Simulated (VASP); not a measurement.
# WC in VASP: further runs, part 2 of 2

VASP 6.6.1. Earlier steps stand in the parts before.

### 3 Relaxation of the atoms, PBEsol

This run uses another cell than the first one: it holds 6 atoms, not 12.

Contents of INCAR:

```
SYSTEM = WC
PREC = Accurate
ENCUT = 520
EDIFF = 1E-7
ISMEAR = 0
SIGMA = 0.1
LREAL = .False.
LASPH = .True.
NELM = 60
ALGO = Normal
ISIF = 2
LWAVE = .False.
LCHARG = .False.
LDIPOL = .True.
IDIPOL = 3
DIPOL = 0.5 0.5 0.500
GGA = PS
IBRION = 2
NSW = 90
EDIFFG = -0.03
```

Contents of KPOINTS:

```
regular mesh
0
Gamma
  12 12 1
  0 0 0
```

Contents of POSCAR:

```
WC
1.0
    2.8984136668      0.0000000000      0.0000000000
   -1.4492068334      2.5100998662      0.0000000000
    0.0000000000      0.0000000000     24.0690297583
C W
3 3
Selective dynamics
Direct
    0.6666666667      0.3333333333      0.3531509199  F F F
    0.6666666667      0.3333333333      0.4706301840  F F F
    0.6666666667      0.3333333333      0.5881094481  T T T
    0.0000000000      0.0000000000      0.4118905519  F F F
    0.0000000000      0.0000000000      0.5293698160  T T T
    0.0000000000      0.0000000000      0.6468490801  T T T
```

Potentials or basis: VASP PAW PBE potentials, release 64 (C, W_sv).

Run with:

```
> cat potpaw_PBE.64/C/POTCAR potpaw_PBE.64/W_sv/POTCAR > POTCAR
> mpirun -np 1 vasp_std > vasp.out
```

OUTCAR:

```text
SYSTEM = WC
   PREC = Accurate
   ENCUT = 520
   EDIFF = 1E-7
   ISMEAR = 0
   LREAL = .False.
   LASPH = .True.
   NELM = 60
   ISIF = 2
   GGA = PS
   IBRION = 2
   NSW = 90
   EDIFFG = -0.03

 ion  position               nearest neighbor table
   1  0.667  0.333  0.353-   4 2.19   4 2.19   4 2.19
   2  0.667  0.333  0.471-   5 2.19   5 2.19   5 2.19   4 2.19   4 2.19   4 2.19
   3  0.667  0.333  0.588-   6 2.19   6 2.19   6 2.19   5 2.19   5 2.19   5 2.19
   4  0.000  0.000  0.412-   1 2.19   1 2.19   1 2.19   2 2.19   2 2.19   2 2.19   5 2.83
   5  0.000  0.000  0.529-   2 2.19   2 2.19   2 2.19   3 2.19   3 2.19   3 2.19   4 2.83   6 2.83

   6  0.000  0.000  0.647-   3 2.19   3 2.19   3 2.19   5 2.83

  LATTYP: Found a hexagonal cell.
 ALAT       =     2.8984136668
[... 371 lines left out ...]

  energy without entropy =      -66.04952593  energy(sigma->0) =      -66.05598942

 E-fermi :   0.2588     XC(G=0):  -5.8299

 val. band max:        0.2376979339   @ k =   0.4167   0.0000   0.0000
 cond. band min:       0.2713760200   @ k =   0.5000  -0.0000   0.0000
 fundamental gap:      0.0336780862
 Fermi energy:         0.2588056314

 k-point     1 :       0.0000    0.0000    0.0000
  band No.  band energies     occupation
      1     -73.7188      2.00000
      2     -73.6743      2.00000
      3     -73.3859      2.00000
      4     -38.3593      2.00000
      5     -37.9697      2.00000
      6     -37.6266      2.00000
[... 654 lines left out ...]
     31       3.1493      0.00000
     32       4.2163      0.00000

------------------------ aborting loop because EDIFF is reached ----------------------------------------

 vacuum level on the upper side and lower side of the slab       (xc-potential included)        -0.616         0.589

  FORCE on cell =-STRESS in cart. coord.  units (eV):
  Direction    XX          YY          ZZ          XY          YZ          ZX
  --------------------------------------------------------------------------------------
  -------------------------------------------------------------------------------------
  Total       -2.9412659     -2.9412659     -5.3876247      0.0000000      0.0000000      0.0000000
  in kB      -26.9113147    -26.9113147    -49.2944433      0.0000000      0.0000000      0.0000000
  external PRESSURE =     -34.3723575 kB  Pullay stress =       0.0000000 kB
[... 21 lines left out ...]
  FREE ENERGIE OF THE ION-ELECTRON SYSTEM (eV)
  ---------------------------------------------------
  free  energy   TOTEN  =       -66.0624529136 eV

  energy  without entropy=      -66.0495259317  energy(sigma->0) =      -66.05598942

 reached required accuracy - stopping structural energy minimisation

 vacuum level on the upper side and lower side of the slab         5.327         6.559
```

OSZICAR:

```text
N       E                     dE             d eps       ncg     rms          rms(c)
DAV:   1     0.576337894334E+03    0.57634E+03   -0.33089E+04  1456   0.159E+03
DAV:   2    -0.404013670376E+02   -0.61674E+03   -0.60850E+03  1408   0.462E+02
DAV:   3    -0.736771128601E+02   -0.33276E+02   -0.32750E+02  1560   0.103E+02
[... 78 lines left out ...]
DAV:   4    -0.660624539488E+02    0.60242E-04   -0.33243E-04  1672   0.101E-01    0.105E-02
DAV:   5    -0.660624533174E+02    0.63137E-06   -0.18610E-05  1480   0.251E-02    0.502E-03
DAV:   6    -0.660624530036E+02    0.31382E-06   -0.56454E-06  1592   0.149E-02    0.304E-03
DAV:   7    -0.660624529150E+02    0.88587E-07   -0.15653E-06  1376   0.806E-03    0.150E-03
DAV:   8    -0.660624529136E+02    0.14243E-08   -0.27850E-07  1120   0.325E-03
   5 F= -.66062453E+02 E0= -.66055989E+02  d E =-.282122E-03
```

Wall time 8.4 min (1 thread of Intel Xeon Platinum 8488C (Sapphire Rapids), shared host); peak memory 0.35 GiB.

What came out:

```yaml
Free_energy: -66.0625 eV
Energy_gained_by_relaxing: 4.7 meV/atom
Ionic_steps: 5
Band_gap_on_the_k_mesh: zero (bands 27 and 28 overlap by 0.66 eV)
```

The path:
| step | energy change (eV) | largest force on free atoms (eV/Å) | pressure (GPa) |
| --- | --- | --- | --- |
| 1 | 0.0000 | 0.9264 | -4.01 |
| 2 | -0.0215 | 0.5239 | -3.11 |
| 3 | -0.0280 | 0.1354 | -3.43 |
| 4 | -0.0282 | 0.0852 | -3.44 |
| 5 | -0.0283 | 0.0039 | -3.44 |

Final structure:
```
CELL_PARAMETERS angstrom
2.89841 0.00000 0.00000
-1.44921 2.51010 0.00000
0.00000 0.00000 24.06903
ATOMIC_POSITIONS crystal
C 0.66667 0.33333 0.35315
C 0.66667 0.33333 0.47063
C 0.66667 0.33333 0.58939
W 0.00000 0.00000 0.41189
W 0.00000 0.00000 0.52931
W 0.00000 0.00000 0.64560
```

Levels at points of the mesh, in eV from the Fermi level:
```tsv
k point	band 23	band 24	band 25	band 26	band 27	band 28	band 29	band 30	band 31	band 32
(0.00, 0.00, 0.00)	-1.20	-1.20	-0.95	-0.18	-0.18	0.24	1.01	1.01	1.25	2.72
(0.50, 0.00, 0.00)	-2.49	-2.02	-0.82	0.01	0.47	0.85	2.29	2.85	4.16	4.59
```

Caveat: the PAW data sets were made with another functional, which shifts forces and pressure a little; spin-orbit coupling is left out, which moves the levels of the heavy elements.

### 4 Single point, PBEsol (atoms taken out)

INCAR, as its differences from that of step 3:

```diff
@@ -3,3 +3,3 @@
 ENCUT = 520
-EDIFF = 1E-7
+EDIFF = 1E-6
 ISMEAR = 0
@@ -17,4 +17,2 @@
 GGA = PS
-IBRION = 2
-NSW = 90
-EDIFFG = -0.03
+NBANDS = 16
```

KPOINTS is that of step 3.

Contents of POSCAR:

```
WC
1.0
    2.8984136678      0.0000000000      0.0000000000
   -1.4492068339      2.5100998670      0.0000000000
    0.0000000000      0.0000000000     16.4138059513
C W
1 1
Direct
    0.6666666667      0.3333333333      0.4569324154
    0.0000000000      0.0000000000      0.5430675846
```

Potentials or basis: VASP PAW PBE potentials, release 64 (C, W_sv).

Run with:

```
> cat potpaw_PBE.64/C/POTCAR potpaw_PBE.64/W_sv/POTCAR > POTCAR
> mpirun -np 1 vasp_std > vasp.out
```

OUTCAR:

```text
SYSTEM = WC
   PREC = Accurate
   ENCUT = 520
   EDIFF = 1E-6
   ISMEAR = 0
   LREAL = .False.
   LASPH = .True.
   NELM = 60
   ISIF = 2
   GGA = PS

 ion  position               nearest neighbor table
   1  0.667  0.333  0.457-   2 2.19   2 2.19   2 2.19
   2  0.000  0.000  0.543-   1 2.19   1 2.19   1 2.19

  LATTYP: Found a hexagonal cell.
 ALAT       =     2.8984136678
 C/A-ratio  =     5.6630308274

  Lattice vectors:

[... 545 lines left out ...]
 vacuum level on the upper side and lower side of the slab       (xc-potential included)        -0.472         0.191

  FORCE on cell =-STRESS in cart. coord.  units (eV):
  Direction    XX          YY          ZZ          XY          YZ          ZX
  --------------------------------------------------------------------------------------
  -------------------------------------------------------------------------------------
  Total       -2.6832724     -2.6832724     -8.8616301      0.0000000     -0.0000000      0.0000000
  in kB      -36.0010092    -36.0010092   -118.8949853      0.0000000     -0.0000000      0.0000000
  external PRESSURE =     -63.6323345 kB  Pullay stress =       0.0000000 kB

 VOLUME and BASIS-vectors are now :
 -----------------------------------------------------------------------------
  energy-cutoff  :      520.00
  volume of cell :      119.42
      direct lattice vectors                 reciprocal lattice vectors
     2.898413668  0.000000000  0.000000000     0.345016314  0.199195262  0.000000000
    -1.449206834  2.510099867  0.000000000     0.000000000  0.398390523  0.000000000
     0.000000000  0.000000000 16.413805951     0.000000000  0.000000000  0.060924322

 POSITION                                       TOTAL-FORCE (eV/Angst)
 -----------------------------------------------------------------------------------
      1.44921      0.83670      7.50000         0.000000      0.000000      6.258499
      0.00000      0.00000      8.91381        -0.000000     -0.000000     -6.258499
 -----------------------------------------------------------------------------------
    total drift:                               -0.000000      0.000000     -0.000002

  FREE ENERGIE OF THE ION-ELECTRON SYSTEM (eV)
  ---------------------------------------------------
  free  energy   TOTEN  =       -18.7017222386 eV

  energy  without entropy=      -18.6908662057  energy(sigma->0) =      -18.69629422

 vacuum level on the upper side and lower side of the slab         2.496         3.229
```

OSZICAR:

```text
N       E                     dE             d eps       ncg     rms          rms(c)
DAV:   1     0.929168688183E+02    0.92917E+02   -0.10630E+04   760   0.919E+02
DAV:   2    -0.149446036142E+02   -0.10786E+03   -0.10249E+03   744   0.227E+02
DAV:   3    -0.212104997742E+02   -0.62659E+01   -0.60201E+01   864   0.499E+01
[... 15 lines left out ...]
DAV:  19    -0.187016770350E+02   -0.67066E-04   -0.51425E-06   792   0.143E-02    0.406E-03
DAV:  20    -0.187017099369E+02   -0.32902E-04   -0.22668E-06   760   0.673E-03    0.826E-04
DAV:  21    -0.187017189775E+02   -0.90406E-05   -0.41071E-07   640   0.373E-03    0.615E-04
DAV:  22    -0.187017214906E+02   -0.25131E-05   -0.13001E-07   616   0.179E-03    0.286E-04
DAV:  23    -0.187017222386E+02   -0.74800E-06   -0.33958E-08   632   0.121E-03
   1 F= -.18701722E+02 E0= -.18696294E+02  d E =-.108560E-01
```

stdout:

```text
POSCAR found type information on POSCAR C W
 POSCAR found :  2 types and       2 ions
 scaLAPACK will be used
 -----------------------------------------------------------------------------
|                                                                             |
|                                                                             |
|     You enforced a specific xc type in the INCAR file but a different       |
|     I HOPE YOU KNOW WHAT YOU ARE DOING!                                     |
|                                                                             |
 -----------------------------------------------------------------------------

 LDA part: xc-table for (Slater+PW92), standard interpolation
 POSCAR, INCAR and KPOINTS ok, starting setup
 FFT: planning ... GRIDC
 FFT: planning ... GRID_SOFT
 FFT: planning ... GRID
 WAVECAR not read
 entering main loop
```

Wall time 70 s (1 thread of Intel Xeon 8259CL, shared host); peak memory 0.26 GiB.

Results:

| Quantity | Value |
| --- | --- |
| Free energy | -18.7017 eV |
| Largest force | 6.258 eV/Å |

Forces on the atoms (eV/Å):
```
C    0.000  0.000  6.258
W    0.000  0.000 -6.258
```

Caveat: the cell differs from its parent crystal (atoms taken out); the PAW data sets were made with another functional, which shifts forces and pressure a little; spin-orbit coupling is left out, which moves the levels of the heavy elements.

### 5 Single point, PBEsol

This run uses another cell than the first one: it holds 8 atoms, not 12.

Contents of INCAR:

```
SYSTEM = WC
ALGO = Normal
DIPOL = 0.5 0.5 0.500
EDIFF = 1E-7
ENCUT = 520
GGA = PS
IDIPOL = 3
ISIF = 2
ISMEAR = 0
LASPH = .True.
LCHARG = .False.
LDIPOL = .True.
LREAL = .False.
LWAVE = .False.
NBANDS = 46
NELM = 80
PREC = Accurate
SIGMA = 0.1
```

Contents of KPOINTS:

```
k-points
0
Gamma
  12 12 1
  0 0 0
```

Contents of POSCAR:

```
WC
1.0
    2.8984136678      0.0000000000      0.0000000000
   -1.4492068339      2.5100998670      0.0000000000
    0.0000000000      0.0000000000     16.8966416592
C W
4 4
Direct
    0.6666666667      0.3333333333      0.2071417546
    0.6666666667      0.3333333333      0.3744893234
    0.6666666667      0.3333333333      0.5418368922
    0.6666666667      0.3333333333      0.7091844610
    0.0000000000      0.0000000000      0.2908155390
    0.0000000000      0.0000000000      0.4581631078
    0.0000000000      0.0000000000      0.6255106766
    0.0000000000      0.0000000000      0.7928582454
```

Run with:

```
> cat potpaw_PBE.64/C/POTCAR potpaw_PBE.64/W_sv/POTCAR > POTCAR
> mpirun -np 1 vasp_std > vasp.out
```

Wall time 5.8 min (1 thread of Intel Xeon 8259CL, shared host); peak memory 0.3 GiB.

It converged, with:

```yaml
Free_energy: -89.9217 eV
Largest_force: 5.701 eV/Å
Band_gap_on_the_k_mesh: zero (bands 36 and 37 overlap by 0.72 eV)
```

Forces on the atoms (eV/Å):
```
C    0.000  0.000  4.741
C    0.000  0.000  0.986
C    0.000  0.000  0.253
C    0.000  0.000  0.882
W    0.000  0.000 -5.701
W    0.000  0.000 -0.370
W    0.000  0.000  0.165
W    0.000  0.000 -0.956
```

Levels at points of the mesh, in eV from the Fermi level:
| k point | band 33 | band 34 | band 35 | band 36 | band 37 | band 38 | band 39 | band 40 |
| --- | --- | --- | --- | --- | --- | --- | --- | --- |
| (0.00, 0.00, 0.00) | -1.03 | -0.46 | -0.46 | 0.11 | 0.26 | 0.26 | 0.49 | 1.56 |
| (0.50, 0.00, 0.00) | -1.45 | -0.45 | 0.08 | 0.43 | 0.83 | 2.09 | 2.42 | 3.70 |

Caveat: the PAW data sets were made with another functional, which shifts forces and pressure a little; spin-orbit coupling is left out, which moves the levels of the heavy elements.

### 6 The runs side by side

| task | cell | k mesh | atoms held fixed (from 0) | gap on the mesh (eV) | largest force (eV/Å) |
| --- | --- | --- | --- | --- | --- |
| single point | a = 5.797, b = 2.898, c = 22.069 Å, angles 90.0, 90.0, 120.0°, 12 atoms, atomic positions A | 6 × 12 × 1 | - | none | 5.10 |
| relaxation of the atoms | atoms relaxed from a = 2.898, b = 2.898, c = 24.069 Å, angles 90.0, 90.0, 120.0°, 6 atoms, atomic positions B | 12 × 12 × 1 | [0, 3, 1] | none | - |
| single point | a = 2.898, b = 2.898, c = 16.414 Å, angles 90.0, 90.0, 120.0°, 2 atoms, atomic positions C | 12 × 12 × 1 | - | - | 6.26 |
| single point | a = 2.898, b = 2.898, c = 16.897 Å, angles 90.0, 90.0, 120.0°, 8 atoms, atomic positions D | 12 × 12 × 1 | - | none | 5.70 |

Alike in all rows: level PBEsol; potentials or basis VASP PAW PBE potentials, release 64 (C, W_sv); no spin polarisation; cutoff (eV) 520; smearing gaussian 0.1 eV.

Caveats: the PAW data sets were made with another functional, which shifts forces and pressure a little; spin-orbit coupling is left out, which moves the levels of the heavy elements.

Absolute energies hang on the potentials; compare differences alone.
